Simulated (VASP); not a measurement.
Wanted: the native input for a VASP 6.6.1 run.

```yaml
Task: single point
Functional: LDA
Potentials_or_basis: VASP PAW LDA potentials, release 64 (Hf_pv, C)
Cutoff: 520 eV
k_mesh: 8 × 8 × 5
Occupations: gaussian, width 0.1 eV
Spin: no spin polarisation
Dipole_correction: no
Further_INCAR_settings: ALGO = Normal; EDIFF = 1e-07; NBANDS = 22
```

The structure of HfC lies in POSCAR:

```
HfC
1.0
    3.2976865968      0.0000000000      0.0000000000
   -1.6488432984      2.8558804875      0.0000000000
    0.0000000000      0.0000000000      5.1323984344
Hf C
2 2
Direct
    0.6666666667      0.3333333333      0.7500000000
    0.3333333333      0.6666666667      0.2500000000
    0.0000000000      0.0000000000      0.0000000000
    0.0000000000      0.0000000000      0.5000000000
```

These files were run (other wordings do the same):

INCAR

```
SYSTEM = HfC
ALGO = Normal
EDIFF = 1E-7
ENCUT = 520
ISIF = 2
ISMEAR = 0
LASPH = .TRUE.
LCHARG = .FALSE.
LREAL = .FALSE.
LWAVE = .FALSE.
NBANDS = 22
NELM = 80
PREC = Accurate
SIGMA = 0.1
```

KPOINTS

```
k-points
0
G
  8 8 5
  0 0 0
```

Potentials or basis: VASP PAW LDA potentials, release 64 (Hf_pv, C).

Launch:

```console
$ cat potpaw_LDA.64/Hf_pv/POTCAR potpaw_LDA.64/C/POTCAR > POTCAR
$ mpirun -np 1 vasp_std > vasp.out
```

It gave:

```
Pressure               : -2.9 GPa
Band gap on the k mesh : zero (band 14 reaches 7.62 eV, above the bottom of band 15 at 6.42 eV)
```

Caveat: spin-orbit coupling is left out, which moves the levels of the heavy elements.

Run time: 60 s on 1 thread of Intel Xeon 6975P-C (shared host), peak memory 0.17 GiB.
